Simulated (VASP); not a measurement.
Input of a VASP 6.6.1 run:

The input INCAR:

```
SYSTEM = CuSi16
PREC     = Accurate       ! precision mode
ENCUT    = 520            ! plane-wave cutoff, eV
EDIFF    = 1E-6           ! SCF threshold, eV
ISMEAR   = 0              ! smearing method
SIGMA    = 0.02           ! smearing width, eV
LREAL    = Auto         
LASPH    = .True.         ! aspherical terms in the spheres
NELM     = 100            ! most SCF steps
ALGO     = Normal         ! electronic algorithm
ISIF     = 2              ! what is computed and relaxed
LWAVE    = .False.        ! write WAVECAR
LCHARG   = .False.        ! write CHGCAR
IBRION   = 2              ! ionic algorithm
NSW      = 80             ! ionic steps
EDIFFG   = -0.03          ! ionic threshold
NELECT   = 74.0
```

KPOINTS

```
Automatic mesh
0
Gamma
  2 2 2
  0 0 0
```

POSCAR

```
CuSi16
1.0
    0.0000000000      5.4300000000      5.4300000000
    5.4300000000      0.0000000000      5.4300000000
    5.4300000000      5.4300000000      0.0000000000
Si Cu
16 1
Direct
    0.0000000000      0.0000000000      0.0000000000
    0.1250000000      0.1250000000      0.1250000000
    0.0000000000      0.0000000000      0.5000000000
    0.1250000000      0.1250000000      0.6250000000
    0.0000000000      0.5000000000      0.0000000000
    0.1250000000      0.6250000000      0.1250000000
    0.0000000000      0.5000000000      0.5000000000
    0.1250000000      0.6250000000      0.6250000000
    0.5000000000      0.0000000000      0.0000000000
    0.6250000000      0.1250000000      0.1250000000
    0.5000000000      0.0000000000      0.5000000000
    0.6250000000      0.1250000000      0.6250000000
    0.5000000000      0.5000000000      0.0000000000
    0.6250000000      0.6250000000      0.1250000000
    0.5000000000      0.5000000000      0.5000000000
    0.6250000000      0.6250000000      0.6250000000
    0.8090595000      0.3091348000      0.8076213000
```

Potentials or basis: VASP PAW LDA potentials, release 64 (Si, Cu).

Run with:

```bash
$ cat potpaw_LDA.64/Si/POTCAR potpaw_LDA.64/Cu/POTCAR > POTCAR
$ mpirun -np 1 vasp_std > vasp.out
```

Question: Predict the energy gained by relaxing.

Answer: 28.3 meV/atom.

Final structure:
```yaml
crystal:
  lattice:
    - [0.00000, 5.43000, 5.43000]
    - [5.43000, 0.00000, 5.43000]
    - [5.43000, 5.43000, 0.00000]
  atoms:
    - { symbol: Si, position: [0.00589, 0.98581, 0.00581] }
    - { symbol: Si, position: [0.12562, 0.11668, 0.12555] }
    - { symbol: Si, position: [0.00953, 0.99825, 0.49815] }
    - { symbol: Si, position: [0.14083, 0.11789, 0.61783] }
    - { symbol: Si, position: [0.99013, 0.49014, 0.99004] }
    - { symbol: Si, position: [0.11401, 0.61401, 0.11393] }
    - { symbol: Si, position: [0.00593, 0.50593, 0.48568] }
    - { symbol: Si, position: [0.12563, 0.62563, 0.61660] }
    - { symbol: Si, position: [0.49822, 0.99822, 0.00947] }
    - { symbol: Si, position: [0.61795, 0.11795, 0.14063] }
    - { symbol: Si, position: [0.51187, 0.01188, 0.51178] }
    - { symbol: Si, position: [0.63600, 0.13600, 0.63590] }
    - { symbol: Si, position: [0.48580, 0.50590, 0.00581] }
    - { symbol: Si, position: [0.61667, 0.62562, 0.12555] }
    - { symbol: Si, position: [0.49824, 0.50953, 0.49815] }
    - { symbol: Si, position: [0.61788, 0.64084, 0.61782] }
    - { symbol: Cu, position: [0.80886, 0.30886, 0.80894] }
```

Caveat: the k points lie up to 0.50 Å⁻¹ apart; the cell carries a net charge on a neutralising background, which shifts energy and pressure.
